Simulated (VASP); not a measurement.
Au, 1 atom in the cell. Symmetry: P6/mmm, No. 191, hexagonal system. The conventional cell has a = 2.599 Å, b = 2.599 Å, c = 2.580 Å, α = 90.00°, β = 90.00°, γ = 120.00°. Au (site symmetry 6/mmm) has 8 Au at 2.58 to 2.60 Å within 3.4 Å. 

```yaml
Program: VASP 6.6.1
Task: relaxation of shape and atoms at fixed volume
Functional: PBE
Potentials_or_basis: VASP PAW PBE potentials, release 64 (Au)
Cutoff: 600 eV
k_mesh: 15 × 15 × 14
Occupations: fermi-dirac, width 0.08 eV
Spin: no spin polarisation
Dipole_correction: no
Further_INCAR_settings: ALGO = Normal; EDIFF = 1e-06; IBRION = 2; EDIFFG = -0.005; NSW = 50; ISIF = 4
```

Potentials or basis: VASP PAW PBE potentials, release 64 (Au).

Launch:

```console
$ cat potpaw_PBE.64/Au/POTCAR > POTCAR
$ mpirun -np 1 vasp_std > vasp.out
```

Hardware: 1 thread of Intel(R) Xeon(R) 6975P-C (Granite Rapids) (shared host).

Task: Estimate the wall time of this run.

Result: It took 31 s on 1 thread of Intel(R) Xeon(R) 6975P-C (Granite Rapids), with other jobs on the host, peak memory 0.17 GiB. Counts: scf iterations 37, k points 216, ion steps 6.
